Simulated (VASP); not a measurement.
# Ni3GeC in VASP: notebook

Ni3GeC is run at these levels: PBEsol; tasks: single point.

All numbers are computed with VASP 6.6.1; they aren't measurements. Logs are shortened: lines on timing, memory, paths and dates and some standing lists are left out, and cuts for length are marked.

**1. The cell of the first run**

It takes space group Pm-3m (No. 221, cubic). Conventional cell: a = 3.809 Å, b = 3.809 Å, c = 3.809 Å, α = 90.00°, β = 90.00°, γ = 90.00°. Within 2.5 Å of Ni (site symmetry 4/mmm) lie 2 C at 1.90 Å. Ge (site symmetry m-3m) has 12 Ni at 2.69 Å and 8 C at 3.30 Å within 3.6 Å. Within 2.5 Å of C (site symmetry m-3m) lie 6 Ni at 1.90 Å.

**2. Single point, PBEsol, collinear spin, ferromagnetic start**

Contents of INCAR:

```
SYSTEM = Ni3GeC
  ALGO = Normal
  EDIFF = 1E-6
  ENCUT = 520
  GGA = PS
  ISIF = 2
  ISMEAR = -1
  ISPIN = 2
  LASPH = .TRUE.
  LCHARG = .TRUE.
  LELF = .TRUE.
  LMAXMIX = 4
  LORBIT = 11
  LREAL = .FALSE.
  LVHAR = .TRUE.
  LWAVE = .FALSE.
  MAGMOM = 1 1 1 0 0
  NBANDS = 36
  NELM = 150
  PREC = Accurate
  SIGMA = 0.05
```

Contents of KPOINTS:

```
k-points
0
G
  5 5 5
  0 0 0
```

Contents of POSCAR:

```
Ni3GeC
1.0
    3.8087090000      0.0000000000      0.0000000000
    0.0000000000      3.8087090000      0.0000000000
    0.0000000000      0.0000000000      3.8087090000
Ni Ge C
3 1 1
Direct
    0.0000000000      0.5000000000      0.5000000000
    0.5000000000      0.5000000000      0.0000000000
    0.5000000000      0.0000000000      0.5000000000
    0.0000000000      0.0000000000      0.0000000000
    0.5000000000      0.5000000000      0.5000000000
```

Potentials or basis: VASP PAW PBE potentials, release 64 (Ni, Ge_d, C).

Launch:

```console
$ cat potpaw_PBE.64/Ni/POTCAR potpaw_PBE.64/Ge_d/POTCAR potpaw_PBE.64/C/POTCAR > POTCAR
$ mpirun -np 1 vasp_std > vasp.out
```

OUTCAR:

```text
SYSTEM = Ni3GeC
   EDIFF = 1E-6
   ENCUT = 520
   GGA = PS
   ISIF = 2
   ISMEAR = -1
   ISPIN = 2
   LASPH = .TRUE.
   LORBIT = 11
   LREAL = .FALSE.
   NELM = 150
   PREC = Accurate

 ion  position               nearest neighbor table
   1  0.000  0.500  0.500-   5 1.90   5 1.90   4 2.69   2 2.69   2 2.69   4 2.69   3 2.69   4 2.69
                             4 2.69   2 2.69   3 2.69   3 2.69   2 2.69   3 2.69
   2  0.500  0.500  0.000-   5 1.90   5 1.90   4 2.69   1 2.69   1 2.69   3 2.69   3 2.69   3 2.69
                             4 2.69   3 2.69   1 2.69   4 2.69   1 2.69   4 2.69
   3  0.500  0.000  0.500-   5 1.90   5 1.90   4 2.69   1 2.69   2 2.69   4 2.69   1 2.69   2 2.69
                             2 2.69   2 2.69   1 2.69   4 2.69   4 2.69   1 2.69
   4  0.000  0.000  0.000-   1 2.69   2 2.69   3 2.69   1 2.69   3 2.69   1 2.69   2 2.69   1 2.69
                             2 2.69   3 2.69   3 2.69   2 2.69
   5  0.500  0.500  0.500-   1 1.90   2 1.90   3 1.90   2 1.90   3 1.90   1 1.90

  LATTYP: Found a simple cubic cell.
 ALAT       =     3.8087090000

  Lattice vectors:

 A1 = (   3.8087090000,   0.0000000000,   0.0000000000)
 A2 = (   0.0000000000,   3.8087090000,   0.0000000000)
 A3 = (   0.0000000000,   0.0000000000,   3.8087090000)

Analysis of symmetry for initial positions (statically):
=====================================================================
 Subroutine PRICEL returns:
 Original cell was already a primitive cell.

 Routine SETGRP: Setting up the symmetry group for a
 simple cubic supercell.

 Subroutine GETGRP returns: Found 48 space group operations
 (whereof 48 operations were pure point group operations)
 out of a pool of 48 trial point group operations.

The static configuration has the point symmetry O_h .

Analysis of symmetry for dynamics (positions and initial velocities):
=====================================================================
 Subroutine PRICEL returns:
 Original cell was already a primitive cell.

 Routine SETGRP: Setting up the symmetry group for a
 simple cubic supercell.

 Subroutine GETGRP returns: Found 48 space group operations
 (whereof 48 operations were pure point group operations)
 out of a pool of 48 trial point group operations.

The dynamic configuration has the point symmetry O_h .

Analysis of structural, dynamic, and magnetic symmetry:
=====================================================================
 Subroutine PRICEL returns:
 Original cell was already a primitive cell.

 Routine SETGRP: Setting up the symmetry group for a
 simple cubic supercell.

 Subroutine GETGRP returns: Found 48 space group operations
 (whereof 48 operations were pure point group operations)
 out of a pool of 48 trial point group operations.

The overall configuration has the point symmetry O_h .

 Subroutine INISYM returns: Found 48 space group operations
 (whereof 48 operations are pure point group operations),
 and found     1 'primitive' translations

----------------------------------------------------------------------------------------

                                     Primitive cell

  volume of cell :      55.2501

  direct lattice vectors                    reciprocal lattice vectors
     3.808709000  0.000000000  0.000000000     0.262556157  0.000000000  0.000000000
     0.000000000  3.808709000  0.000000000     0.000000000  0.262556157  0.000000000
     0.000000000  0.000000000  3.808709000     0.000000000  0.000000000  0.262556157

  length of vectors
     3.808709000  3.808709000  3.808709000     0.262556157  0.262556157  0.262556157

  position of ions in fractional coordinates (direct lattice)
     0.000000000  0.500000000  0.500000000
     0.500000000  0.500000000  0.000000000
     0.500000000  0.000000000  0.500000000
     0.000000000  0.000000000  0.000000000
     0.500000000  0.500000000  0.500000000

  ion indices of the primitive-cell ions
   primitive index   ion index
                 1           1
                 2           2
                 3           3
                 4           4
                 5           5

----------------------------------------------------------------------------------------

[... 31 lines left out ...]
  0.400000  0.400000  0.000000     12.000000
  0.200000  0.200000  0.200000      8.000000
  0.400000  0.200000  0.200000     24.000000
  0.400000  0.400000  0.200000     24.000000
  0.400000  0.400000  0.400000      8.000000
   k-points           NKPTS =     10   k-points in BZ     NKDIM =     10   number of bands    NBANDS=     36
   number of dos      NEDOS =    301   number of ions     NIONS =      5
   total plane-waves  NPLWV =  21952
   dimension x,y,z NGX =    28 NGY =   28 NGZ =   28
   dimension x,y,z NGXF=    56 NGYF=   56 NGZF=   56
   ions per type =               3   1   1
   NGX,Y,Z   is equivalent  to a cutoff of  12.22, 12.22, 12.22 a.u.
   NGXF,Y,Z  is equivalent  to a cutoff of  24.44, 24.44, 24.44 a.u.
 SYSTEM =  Ni3GeC
   PREC   = accura    normal or accurate (medium, high low for compatibility)
   ISTART =      0    job   : 0-new  1-cont  2-samecut
   ICHARG =      2    charge: 1-file 2-atom 10-const
   ISPIN  =      2    spin polarized calculation?
   LNONCOLLINEAR =      F non collinear calculations
   LSORBIT =      F    spin-orbit coupling
   LASPH  =      T    aspherical Exc in radial PAW
   ENCUT  =  520.0 eV  38.22 Ry    6.18 a.u.   7.08  7.08  7.08*2*pi/ulx,y,z
   NELM   =    150;   NELMIN=  2; NELMDL= -5     # of ELM steps
   EDIFF  = 0.1E-05   stopping-criterion for ELM
   LREAL  =      F    real-space projection
   EDIFFG = 0.1E-04   stopping-criterion for IOM
   NSW    =      0    number of steps for IOM
   IBRION =     -1    ionic relax: 0-MD 1-quasi-New 2-CG
   NFREE  =      0    steps in history (QN), initial steepest desc. (CG)
   ISIF   =      2    stress and relaxation
   ISYM   =      2    0-nonsym 1-usesym 2-fastsym
   POTIM  = 0.5000    time-step for ionic-motion
   TEBEG  =    0.0;   TEEND  =   0.0 temperature during run
   PSTRESS=    0.0 pullay stress
   NELECT =      48.0000    total number of electrons
   NUPDOWN=      -1.0000    fix difference up-down
   EMIN   =  10.00;   EMAX   =-10.00  energy-range for DOS
   EFERMI =   0.00;   METHOD = LEGACY
   ISMEAR =    -1;   SIGMA  =   0.05  broadening in eV -4-tet -1-fermi 0-gaus
   EFERMI_NEDOS =   21; number of points for ismear=-14 and -15
   IALGO  =     38    algorithm
   IMIX   =      4    mixing-type and parameters
     AMIX     =   0.40;   BMIX     =  1.00
     AMIX_MAG =   1.60;   BMIX_MAG =  1.00
  volume/ion in A,a.u.               =      11.05        74.57
  Fermi-wavevector in a.u.,A,eV,Ry     =   1.562107  2.951954 33.200642  2.440178
  Thomas-Fermi vector in A             =   2.665074
   LORBIT       =     11    0 simple, 1 ext, 2 COOP (PROOUT), +10 PAW based schemes
   GGA     = PS    functional components
   LHFCALC =     F    Hartree Fock is set to
   AEXX    =    0.0000 exact exchange contribution
   IVDW    =     0    specifies the selected vdW correction
   LEPSILON=     F    determine dielectric tensor
   LRPA    =     F    only Hartree local field effects (RPA)
 spin polarized calculation
  energy-cutoff  :      520.00
  volume of cell :       55.25
 maximum number of plane-waves:      1504
   NGX = 15   NGY = 15   NGZ = 15

 number of electron      48.0000048 magnetization      -0.0099195

 number of electron      48.0000048 magnetization       0.0028456

 Free energy of the ion-electron system (eV)
  ---------------------------------------------------
  ext. energy  EPLUGINS =         0.00000000
  ---------------------------------------------------
  free energy    TOTEN  =       -32.81582139 eV

  energy without entropy =      -32.77679585  energy(sigma->0) =      -32.79630862

 E-fermi :   9.0883     XC(G=0): -12.9758

 val. band max:        9.0579864019   @ k =   0.4000   0.2000   0.0000
 cond. band min:       9.0911692397   @ k =   0.4000   0.2000   0.2000
 fundamental gap:      0.0331828378
 Fermi energy:         9.0883171271

 spin component 1

 k-point     1 :       0.0000    0.0000    0.0000
  band No.  band energies     occupation
      1     -15.6641      1.00000
      2     -15.6641      1.00000
      3     -15.6608      1.00000
      4     -15.6608      1.00000
      5     -15.6608      1.00000
      6      -4.9903      1.00000
[... 379 lines left out ...]
     35      22.6983      0.00000
     36      24.5569      0.00000
 Fermi energy:         9.0883171271

 spin component 2

 k-point     1 :       0.0000    0.0000    0.0000
  band No.  band energies     occupation
      1     -15.6639      1.00000
      2     -15.6639      1.00000
      3     -15.6607      1.00000
      4     -15.6607      1.00000
      5     -15.6607      1.00000
      6      -4.9900      1.00000
[... 379 lines left out ...]
     35      22.6987      0.00000
     36      24.5573      0.00000

------------------------ aborting loop because EDIFF is reached ----------------------------------------

  FORCE on cell =-STRESS in cart. coord.  units (eV):
  Direction    XX          YY          ZZ          XY          YZ          ZX
  --------------------------------------------------------------------------------------
  -------------------------------------------------------------------------------------
  Total       -2.0911044     -2.0911044     -2.0911044     -0.0000000     -0.0000000      0.0000000
  in kB      -60.6391254    -60.6391254    -60.6391254     -0.0000000     -0.0000000      0.0000000
  external PRESSURE =     -60.6391254 kB  Pullay stress =       0.0000000 kB

 VOLUME and BASIS-vectors are now :
 -----------------------------------------------------------------------------
  energy-cutoff  :      520.00
  volume of cell :       55.25
      direct lattice vectors                 reciprocal lattice vectors
     3.808709000  0.000000000  0.000000000     0.262556157  0.000000000  0.000000000
     0.000000000  3.808709000  0.000000000     0.000000000  0.262556157  0.000000000
     0.000000000  0.000000000  3.808709000     0.000000000  0.000000000  0.262556157

 POSITION                                       TOTAL-FORCE (eV/Angst)
 -----------------------------------------------------------------------------------
      0.00000      1.90435      1.90435         0.000000      0.000000      0.000000
      1.90435      1.90435      0.00000         0.000000      0.000000      0.000000
      1.90435      0.00000      1.90435         0.000000      0.000000      0.000000
      0.00000      0.00000      0.00000         0.000000      0.000000      0.000000
      1.90435      1.90435      1.90435         0.000000      0.000000      0.000000
 -----------------------------------------------------------------------------------
    total drift:                                0.000000      0.000000      0.000000

  FREE ENERGIE OF THE ION-ELECTRON SYSTEM (eV)
  ---------------------------------------------------
  free  energy   TOTEN  =       -32.8158213876 eV

  energy  without entropy=      -32.7767958534  energy(sigma->0) =      -32.79630862

 total charge

# of ion       s       p       d       tot
------------------------------------------
    1        0.445   0.573   8.471   9.489
    2        0.445   0.573   8.471   9.489
    3        0.445   0.573   8.471   9.489
    4        1.166   1.016  10.050  12.232
    5        0.871   1.523   0.000   2.395
--------------------------------------------------
tot          3.371   4.257  35.464  43.092

 magnetization (x)

# of ion       s       p       d       tot
------------------------------------------
    1        0.000   0.000   0.000   0.000
    2        0.000   0.000   0.000   0.000
    3        0.000   0.000   0.000   0.000
    4        0.000   0.000   0.000   0.000
    5        0.000   0.000   0.000   0.000
--------------------------------------------------
tot          0.000   0.000   0.001   0.001
```

Wall time 40 s (1 thread of Intel Xeon Platinum 8488C (Sapphire Rapids), shared host); peak memory 0.18 GiB.

Results:

```yaml
Free_energy: -32.8158 eV
Pressure: -6.1 GPa
Band_gap_on_the_k_mesh: zero (filled and empty bands overlap)
Net_moment: 0.00 μB per cell
Valence_electrons_inside_the_program's_atomic_spheres: Ni 9.49; Ge 12.23; C 2.40
```

Levels at points of the mesh, in eV from the Fermi level:
Spin up:
| k point | band 21 | band 22 | band 23 | band 24 | band 25 | band 26 | band 27 | band 28 |
| --- | --- | --- | --- | --- | --- | --- | --- | --- |
| (0.00, 0.00, 0.00) | -0.94 | -0.94 | -0.94 | -0.68 | 0.51 | 1.54 | 1.54 | 1.54 |
Spin down:
```tsv
k point	band 22	band 23	band 24	band 25	band 26	band 27
(0.00, 0.00, 0.00)	-0.93	-0.93	-0.68	0.51	1.54	1.54
```

Caveat: the cell stands under tension; the PAW data sets were made with another functional, which shifts forces and pressure a little.

(Continued in part 2 of 2.)
